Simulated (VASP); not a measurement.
ZrB:

```
Zr B
1.0
     0.00000    2.32500    2.32500
     2.32500    0.00000    2.32500
     2.32500    2.32500    0.00000
Zr B
1 1
Direct
  0.50000 0.50000 0.50000
  0.00000 0.00000 0.00000
```

Base run:

| Quantity | Value |
| --- | --- |
| Program | VASP 6.6.1 |
| Functional | r2SCAN |
| Potentials or basis | VASP PAW PBE potentials, release 64 (Zr_sv, B) |
| Cutoff | 550 eV |
| k mesh | 8 × 8 × 8 |
| Occupations | gaussian, width 0.05 eV |
| Spin | no spin polarisation |

Its results: pressure 37.0 GPa.

Problem. The run is repeated on the same cell with these changes: dispersion from none to rVV10. What comes out?

Solution. Pressure 36.1 GPa.

Dispersion adds attraction, which lowers the pressure at fixed volume.

Caveats: the PAW data sets were made with another functional, which shifts forces and pressure a little.
